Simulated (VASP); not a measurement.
# AlRu (rocksalt type) (Fm-3m) in VASP: a series of runs

The runs below take AlRu (rocksalt type) through single point, with LDA.

All numbers are computed with VASP 6.6.1; they aren't measurements. Logs are shortened: lines on timing, memory, paths and dates and some standing lists are left out, and cuts for length are marked.

## Step 1: The cell of the first run

It takes space group Fm-3m (No. 225, cubic). The conventional cell has a = 4.214 Å, b = 4.214 Å, c = 4.214 Å, α = 90.00°, β = 90.00°, γ = 90.00°. Within 2.8 Å of Ru (site symmetry m-3m) lie 6 Al at 2.11 Å. Al (site symmetry m-3m) has 6 Ru at 2.11 Å within 2.8 Å.

## Step 2: Single point, LDA (volume scaled by 0.64)

The input, INCAR:

```
SYSTEM = AlRu
  PREC = Accurate
  ENCUT = 520
  EDIFF = 1E-7
  ISMEAR = -1
  SIGMA = 0.05
  LREAL = .FALSE.
  LASPH = .TRUE.
  NELM = 80
  ALGO = Normal
  ISIF = 2
  LWAVE = .FALSE.
  LCHARG = .TRUE.
  GGA = CA
  LELF = .TRUE.
  LVHAR = .TRUE.
  NBANDS = 16
```

The input, KPOINTS:

```
Automatic mesh
0
G
  14 14 14
  0 0 0
```

The input, POSCAR:

```
AlRu
1.0
    0.0000000000      2.1069446902      2.1069446902
    2.1069446902      0.0000000000      2.1069446902
    2.1069446902      2.1069446902      0.0000000000
Ru Al
1 1
Direct
    0.0000000000      0.0000000000      0.0000000000
    0.5000000000      0.5000000000      0.5000000000
```

Potentials or basis: VASP PAW LDA potentials, release 64 (Ru_pv, Al).

On the command line:

```console
> cat potpaw_LDA.64/Ru_pv/POTCAR potpaw_LDA.64/Al/POTCAR > POTCAR
> mpirun -np 1 vasp_std > vasp.out
```

OUTCAR:

```text
SYSTEM = AlRu
   PREC = Accurate
   ENCUT = 520
   EDIFF = 1E-7
   ISMEAR = -1
   LREAL = .FALSE.
   LASPH = .TRUE.
   NELM = 80
   ISIF = 2
   GGA = CA

 ion  position               nearest neighbor table
   1  0.000  0.000  0.000-   2 2.11   2 2.11   2 2.11   2 2.11   2 2.11   2 2.11
   2  0.500  0.500  0.500-   1 2.11   1 2.11   1 2.11   1 2.11   1 2.11   1 2.11

  LATTYP: Found a face centered cubic cell.
 ALAT       =     4.2138893804

  Lattice vectors:

 A1 = (   0.0000000000,   2.1069446902,   2.1069446902)
 A2 = (   2.1069446902,   0.0000000000,   2.1069446902)
 A3 = (   2.1069446902,   2.1069446902,   0.0000000000)

Analysis of symmetry for initial positions (statically):
=====================================================================
 Subroutine PRICEL returns:
 Original cell was already a primitive cell.

 Routine SETGRP: Setting up the symmetry group for a
 face centered cubic supercell.

 Subroutine GETGRP returns: Found 48 space group operations
 (whereof 48 operations were pure point group operations)
 out of a pool of 48 trial point group operations.

The static configuration has the point symmetry O_h .

Analysis of symmetry for dynamics (positions and initial velocities):
=====================================================================
 Subroutine PRICEL returns:
 Original cell was already a primitive cell.

 Routine SETGRP: Setting up the symmetry group for a
 face centered cubic supercell.

 Subroutine GETGRP returns: Found 48 space group operations
 (whereof 48 operations were pure point group operations)
 out of a pool of 48 trial point group operations.

The dynamic configuration has the point symmetry O_h .

 Subroutine INISYM returns: Found 48 space group operations
 (whereof 48 operations are pure point group operations),
 and found     1 'primitive' translations

----------------------------------------------------------------------------------------

                                     Primitive cell

  volume of cell :      18.7064

  direct lattice vectors                    reciprocal lattice vectors
     0.000000000  2.106944690  2.106944690    -0.237310454  0.237310454  0.237310454
     2.106944690  0.000000000  2.106944690     0.237310454 -0.237310454  0.237310454
     2.106944690  2.106944690  0.000000000     0.237310454  0.237310454 -0.237310454

  length of vectors
     2.979669756  2.979669756  2.979669756     0.411033763  0.411033763  0.411033763

  position of ions in fractional coordinates (direct lattice)
     0.000000000  0.000000000  0.000000000
     0.500000000  0.500000000  0.500000000

  ion indices of the primitive-cell ions
   primitive index   ion index
                 1           1
                 2           2

----------------------------------------------------------------------------------------

 KPOINTS: Automatic mesh

Automatic generation of k-mesh.
 Grid dimensions read from file:
 generate k-points for:   14   14   14

 Generating k-lattice:

  Cartesian coordinates                     Fractional coordinates (reciprocal lattice)
    -0.016950747  0.016950747  0.016950747     0.071428571  0.000000000  0.000000000
     0.016950747 -0.016950747  0.016950747     0.000000000  0.071428571  0.000000000
     0.016950747  0.016950747 -0.016950747     0.000000000  0.000000000  0.071428571

  Length of vectors
     0.029359554  0.029359554  0.029359554

  Shift w.r.t. Gamma in fractional coordinates (k-lattice)
     0.000000000  0.000000000  0.000000000

 Subroutine IBZKPT returns following result:
 ===========================================

 Found    104 irreducible k-points:

 Following reciprocal coordinates:
            Coordinates               Weight
  0.000000  0.000000  0.000000      1.000000
  0.071429  0.000000  0.000000      8.000000
  0.142857  0.000000  0.000000      8.000000
  0.214286  0.000000  0.000000      8.000000
  0.285714  0.000000  0.000000      8.000000
  0.357143  0.000000  0.000000      8.000000
[... 16 lines left out ...]
  0.214286  0.142857  0.000000     24.000000
  0.285714  0.142857  0.000000     24.000000
 [... further k-points ...]
   k-points           NKPTS =    104   k-points in BZ     NKDIM =    104   number of bands    NBANDS=     16
   number of dos      NEDOS =    301   number of ions     NIONS =      2
   total plane-waves  NPLWV =  13824
   dimension x,y,z NGX =    24 NGY =   24 NGZ =   24
   dimension x,y,z NGXF=    48 NGYF=   48 NGZF=   48
   ions per type =               1   1
   NGX,Y,Z   is equivalent  to a cutoff of  13.39, 13.39, 13.39 a.u.
   NGXF,Y,Z  is equivalent  to a cutoff of  26.78, 26.78, 26.78 a.u.
 SYSTEM =  AlRu
   PREC   = accura    normal or accurate (medium, high low for compatibility)
   ISTART =      0    job   : 0-new  1-cont  2-samecut
   ICHARG =      2    charge: 1-file 2-atom 10-const
   ISPIN  =      1    spin polarized calculation?
   LNONCOLLINEAR =      F non collinear calculations
   LSORBIT =      F    spin-orbit coupling
   LASPH  =      T    aspherical Exc in radial PAW
   ENCUT  =  520.0 eV  38.22 Ry    6.18 a.u.   5.54  5.54  5.54*2*pi/ulx,y,z
   NELM   =     80;   NELMIN=  2; NELMDL= -5     # of ELM steps
   EDIFF  = 0.1E-06   stopping-criterion for ELM
   LREAL  =      F    real-space projection
   EDIFFG = 0.1E-05   stopping-criterion for IOM
   NSW    =      0    number of steps for IOM
   IBRION =     -1    ionic relax: 0-MD 1-quasi-New 2-CG
   NFREE  =      0    steps in history (QN), initial steepest desc. (CG)
   ISIF   =      2    stress and relaxation
   ISYM   =      2    0-nonsym 1-usesym 2-fastsym
   POTIM  = 0.5000    time-step for ionic-motion
   TEBEG  =    0.0;   TEEND  =   0.0 temperature during run
   PSTRESS=    0.0 pullay stress
   NELECT =      17.0000    total number of electrons
   NUPDOWN=      -1.0000    fix difference up-down
   EMIN   =  10.00;   EMAX   =-10.00  energy-range for DOS
   EFERMI =   0.00;   METHOD = LEGACY
   ISMEAR =    -1;   SIGMA  =   0.05  broadening in eV -4-tet -1-fermi 0-gaus
   EFERMI_NEDOS =   21; number of points for ismear=-14 and -15
   IALGO  =     38    algorithm
   IMIX   =      4    mixing-type and parameters
     AMIX     =   0.40;   BMIX     =  1.00
     AMIX_MAG =   1.60;   BMIX_MAG =  1.00
  volume/ion in A,a.u.               =       9.35        63.12
  Fermi-wavevector in a.u.,A,eV,Ry     =   1.585725  2.996587 34.212194  2.514525
  Thomas-Fermi vector in A             =   2.685146
   LORBIT       =      0    0 simple, 1 ext, 2 COOP (PROOUT), +10 PAW based schemes
   GGA     = CA    functional components
   LHFCALC =     F    Hartree Fock is set to
   AEXX    =    0.0000 exact exchange contribution
   IVDW    =     0    specifies the selected vdW correction
   LEPSILON=     F    determine dielectric tensor
   LRPA    =     F    only Hartree local field effects (RPA)
 non-spin polarized calculation
  energy-cutoff  :      520.00
  volume of cell :       18.71
 maximum number of plane-waves:       531
 NGX is ok and might be reduce to    24
   NGX = 11   NGY = 11   NGZ = 11

 number of electron      16.9999998 magnetization

 Free energy of the ion-electron system (eV)
  ---------------------------------------------------
  ext. energy  EPLUGINS =         0.00000000
  ---------------------------------------------------
  free energy    TOTEN  =       -10.21954124 eV

  energy without entropy =      -10.21074595  energy(sigma->0) =      -10.21514359

 E-fermi :  17.2402     XC(G=0): -14.6395

 val. band max:       17.1126969572   @ k =   0.5000   0.4286   0.0000
 cond. band min:      17.2540920227   @ k =  -0.2857   0.2143   0.0714
 fundamental gap:      0.1413950654
 Fermi energy:        17.2402195563

 k-point     1 :       0.0000    0.0000    0.0000
  band No.  band energies     occupation
      1     -25.1568      2.00000
      2     -25.1568      2.00000
      3     -25.1568      2.00000
      4       4.9645      2.00000
      5      12.6040      2.00000
      6      12.6040      2.00000
[... 8 lines left out ...]
     15      35.8336      0.00000
     16      35.8336      0.00000

 k-point     2 :       0.0714    0.0000    0.0000
  band No.  band energies     occupation
      1     -25.1836      2.00000
      2     -25.1614      2.00000
      3     -25.1614      2.00000
      4       5.1311      2.00000
      5      12.4875      2.00000
      6      12.6828      2.00000
[... 8 lines left out ...]
     15      35.1353      0.00000
     16      35.4499      0.00000

 k-point     3 :       0.1429    0.0000    0.0000
  band No.  band energies     occupation
      1     -25.2580      2.00000
      2     -25.1741      2.00000
      3     -25.1741      2.00000
      4       5.6114      2.00000
      5      12.1955      2.00000
      6      12.7918      2.00000
[... 8 lines left out ...]
     15      33.7513      0.00000
     16      34.2972      0.00000

 k-point     4 :       0.2143    0.0000    0.0000
  band No.  band energies     occupation
      1     -25.3642      2.00000
      2     -25.1925      2.00000
      3     -25.1925      2.00000
      4       6.3416      2.00000
      5      11.8632      2.00000
      6      12.6718      2.00000
[... 8 lines left out ...]
     15      32.6510      0.00000
     16      32.6510      0.00000
[... 324 lines left out ...]
 k-point    22 :       0.1429    0.1429    0.0000
  band No.  band energies     occupation
      1     -25.2633      2.00000
      2     -25.1922      2.00000
      3     -25.1922      2.00000
      4       5.8204      2.00000
      5      11.9044      2.00000
      6      12.9366      2.00000
[... 8 lines left out ...]
     15      33.3305      0.00000
     16      33.3305      0.00000

 k-point    23 :       0.2143    0.1429    0.0000
  band No.  band energies     occupation
      1     -25.3312      2.00000
      2     -25.2109      2.00000
      3     -25.2090      2.00000
      4       6.3590      2.00000
      5      11.5927      2.00000
      6      12.5723      2.00000
[... 8 lines left out ...]
     15      32.1232      0.00000
     16      32.5830      0.00000

 k-point    24 :       0.2857    0.1429    0.0000
  band No.  band energies     occupation
      1     -25.4228      2.00000
      2     -25.2313      2.00000
      3     -25.2303      2.00000
      4       7.1065      2.00000
      5      11.3208      2.00000
      6      12.1889      2.00000
[... 8 lines left out ...]
     15      30.7888      0.00000
     16      31.9654      0.00000

 [... further k-points ...]
[... 5 lines left out ...]
  --------------------------------------------------------------------------------------
  -------------------------------------------------------------------------------------
  Total       22.2738667     22.2738667     22.2738667      0.0000000      0.0000000     -0.0000000
  in kB     1907.7295093   1907.7295093   1907.7295093      0.0000000      0.0000000     -0.0000000
  external PRESSURE =    1907.7295093 kB  Pullay stress =       0.0000000 kB

 VOLUME and BASIS-vectors are now :
 -----------------------------------------------------------------------------
  energy-cutoff  :      520.00
  volume of cell :       18.71
      direct lattice vectors                 reciprocal lattice vectors
     0.000000000  2.106944690  2.106944690    -0.237310454  0.237310454  0.237310454
     2.106944690  0.000000000  2.106944690     0.237310454 -0.237310454  0.237310454
     2.106944690  2.106944690  0.000000000     0.237310454  0.237310454 -0.237310454

 POSITION                                       TOTAL-FORCE (eV/Angst)
 -----------------------------------------------------------------------------------
      0.00000      0.00000      0.00000         0.000000      0.000000      0.000000
      2.10694      2.10694      2.10694        -0.000000     -0.000000     -0.000000
 -----------------------------------------------------------------------------------
    total drift:                                0.000000     -0.000000     -0.000000

  FREE ENERGIE OF THE ION-ELECTRON SYSTEM (eV)
  ---------------------------------------------------
  free  energy   TOTEN  =       -10.2195412382 eV

  energy  without entropy=      -10.2107459469  energy(sigma->0) =      -10.21514359
```

It took 30 s on 1 thread of Intel Xeon 8259CL, shared host; peak memory 0.15 GiB.

What came out:

| Quantity | Value |
| --- | --- |
| Free energy | -10.2195 eV |
| Pressure | 190.8 GPa |

(Continued in part 2 of 2.)
